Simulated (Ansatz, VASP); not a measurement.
## One calculation of CsCdCl3, two programs

```
Cs Cd Cl
1.0
     4.85025    0.00000    0.00000
     0.00000    4.85025    0.00000
     0.00000    0.00000    4.85025
Cs Cd Cl
1 1 3
Direct
  0.00000 0.00000 0.00000
  0.50000 0.50000 0.50000
  0.00000 0.50000 0.50000
  0.50000 0.00000 0.50000
  0.50000 0.50000 0.00000
```

Alike in both runs: task single point; functional LDA; k mesh 6 × 6 × 6; occupations gaussian, width 0.02 eV; no spin polarisation.

```csv
,VASP,Ansatz
version,VASP 6.6.1,Ansatz 0.2.0
potentials or method,"VASP PAW LDA potentials, release 64 (Cs_sv, Cd, Cl), cutoff 500 eV","scalar-relativistic, plane waves, PAW"
valence electrons in the cell,42,50
```

```tsv
	VASP	Ansatz	Ansatz less VASP
gap on the k mesh at the Fermi level (eV)	1.81	1.77	-0.034
least direct gap on the mesh (eV)	3.05	3.03	-0.021
pressure (GPa)	10.6	10.0	-0.59
```

LDA's correlation is that of Perdew and Zunger in VASP and of Perdew and Wang (1992) in Ansatz. VASP's potentials hold 42 valence electrons a cell and Ansatz's 50, so a difference there can come from the potentials and not from the codes.

Spin-orbit coupling is off throughout.
